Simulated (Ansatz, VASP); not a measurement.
## Ag in VASP and in Ansatz

Contents of INCAR:

```
PREC = Accurate ; ENCUT = 500
EDIFF = 1E-6 ; ISMEAR = 0
SIGMA = 0.15 ; LREAL = F
LASPH = T ; NELM = 120
ALGO = Normal ; ISIF = 2
LWAVE = F ; LCHARG = F
GGA = CA ; NBANDS = 12
GGA_COMPAT = F
```

File KPOINTS:

```
Automatic mesh
0
Gamma
  22 22 22
```

File POSCAR:

```
Ag
1.0
   -1.5580300654      1.5580300654      1.8696360784
    1.5580300654     -1.5580300654      1.8696360784
    1.5580300654      1.5580300654     -1.8696360784
Ag
1
Direct
    0.0000000000      0.0000000000      0.0000000000
```

Input for Ansatz:

```yaml
crystal:
  lattice:
    - [-1.5580300654, 1.5580300654, 1.8696360784]
    - [1.5580300654, -1.5580300654, 1.8696360784]
    - [1.5580300654, 1.5580300654, -1.8696360784]
  atoms:
    - { symbol: Ag, position: [0.0, 0.0, 0.0] }
kpoints:
  mp_grid: { grid: [22, 22, 22] }
hamiltonian:
  xc: lda
scf:
  occupations: { method: gaussian, width: 0.15 }
output:
  forces: true
  eigenvalues: true
  stress: true
accuracy: high
```

Alike in both runs: task single point; functional LDA; k mesh 22 × 22 × 22; occupations gaussian, width 0.15 eV; no spin polarisation.

```csv
,VASP,Ansatz
version,VASP 6.6.1,Ansatz 0.2.0
potentials or method,"VASP PAW LDA potentials, release 64 (Ag)","scalar-relativistic, plane waves, PAW"
plane-wave cutoff (eV),500,420
valence electrons in the cell,11,19
```

```csv
,VASP,Ansatz,Ansatz less VASP
gap on the k mesh at the Fermi level (eV),none,none,-
pressure (GPa),-11.6,-11.8,-0.20
"traceless stress, the component that is largest in VASP (GPa)",1.16,1.16,+0.002
```

LDA's correlation is that of Perdew and Zunger in VASP and of Perdew and Wang (1992) in Ansatz. A gap of «none» marks a metal or a gap that the smearing closes. VASP's potentials hold 11 valence electrons a cell and Ansatz's 19, so a difference there can come from the potentials and not from the codes.
